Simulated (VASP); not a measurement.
**Ir: relaxation of shape and atoms at fixed volume with PBE**

The system is Ir.

```
CELL_PARAMETERS angstrom
4.30672 0.00000 0.00000
-2.15336 3.72973 0.00000
0.00000 0.00000 2.65578
ATOMIC_POSITIONS crystal
Ir 0.00000 0.00000 0.00000
Ir 0.33333 0.66667 0.50000
Ir 0.66667 0.33333 0.50000
```

This isn't the form of Ir at room conditions, which is fcc.

| Quantity | Value |
| --- | --- |
| Program | VASP 6.6.1 |
| Task | relaxation of shape and atoms at fixed volume |
| Functional | PBE |
| Potentials or basis | VASP PAW PBE potentials, release 64 (Ir) |
| Cutoff | 500 eV |
| k mesh | 8 × 8 × 11 |
| Occupations | fermi-dirac, width 0.08 eV |
| Spin | no spin polarisation |
| Dipole correction | no |
| Further INCAR settings | ALGO = Normal; EDIFF = 1e-07; IBRION = 2; EDIFFG = -0.005; NSW = 50; ISIF = 4 |

| Property | Result |
| --- | --- |
| Energy gained by relaxing | 0.2 meV/atom |
| Ionic steps | 3 |
| Pressure after relaxing | 19.3 GPa |
| Band gap on the k mesh | zero (an odd number of electrons rules out a gap without spin polarisation) |

The path:
```csv
step,energy change (eV),largest force (eV/Å),pressure (GPa),volume (Å³)
1,0.0000,0.0000,19.37,42.66
2,0.0004,0.0000,19.18,42.66
3,-0.0007,0.0000,19.28,42.66
```

Final structure:
```
CELL_PARAMETERS angstrom
4.31241 0.00000 0.00000
-2.15621 3.73466 0.00000
0.00000 0.00000 2.64877
ATOMIC_POSITIONS crystal
Ir 0.00000 0.00000 0.00000
Ir 0.33333 0.66667 0.50000
Ir 0.66667 0.33333 0.50000
```

Levels at points of the mesh, in eV from the Fermi level:
| k point | band 11 | band 12 | band 13 | band 14 | band 15 | band 16 | band 17 |
| --- | --- | --- | --- | --- | --- | --- | --- |
| (0.00, 0.00, 0.00) | -2.12 | -2.12 | -2.06 | -2.06 | 1.22 | 1.22 | 6.24 |
| (0.50, 0.00, 0.00) | -1.82 | -0.58 | -0.33 | 0.24 | 0.25 | 0.33 | 0.36 |

Run time: 55 s on 1 thread of AMD EPYC 9R45 96-Core Processor (Zen 5) (shared host), peak memory 0.14 GiB.

Caveat: spin-orbit coupling is left out, which moves the levels of the heavy elements.
